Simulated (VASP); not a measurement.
A run of VASP 6.6.1 is set up as follows.

File INCAR:

```
PREC     = Accurate       # precision mode
ENCUT    = 520            # plane-wave cutoff, eV
EDIFF    = 1E-8           # SCF threshold, eV
ISMEAR   = -1             # smearing method
SIGMA    = 0.08           # smearing width, eV
LREAL    = False          # projectors in reciprocal space
LASPH    = True           # aspherical terms in the spheres
NELM     = 80             # most SCF steps
ALGO     = Normal         # electronic algorithm
ISIF     = 2              # what is computed and relaxed
LWAVE    = False          # write WAVECAR
LCHARG   = False          # write CHGCAR
GGA      = PE             # functional
LEFG     = True         
NBANDS   = 15             # bands
```

Contents of KPOINTS:

```
regular mesh
0
Gamma
  9 9 9
```

The input POSCAR:

```
BaS
1.0
    0.0000000000      3.5394227726      3.5394227726
    3.5394227726      0.0000000000      3.5394227726
    3.5394227726      3.5394227726      0.0000000000
Ba S
1 1
Direct
    0.0000000000      0.0000000000      0.0000000000
    0.2500000000      0.2500000000      0.2500000000
```

Potentials or basis: VASP PAW PBE potentials, release 64 (Ba_sv, S).

Run with:

```bash
$ cat potpaw_PBE.64/Ba_sv/POTCAR potpaw_PBE.64/S/POTCAR > POTCAR
$ mpirun -np 1 vasp_std > vasp.out
```

Problem. What does it give for the pressure?

Solution. -0.1 GPa.

Problem. Predict the band gap on the k mesh.

Solution. 2.76 eV, indirect (least direct gap 3.38 eV).

Caveat: without QUAD_EFG the Cq values of the log hold for a quadrupole moment of 1 mb, not for the nuclei; spin-orbit coupling is left out, which moves the levels of the heavy elements. A k mesh can miss the band edges.
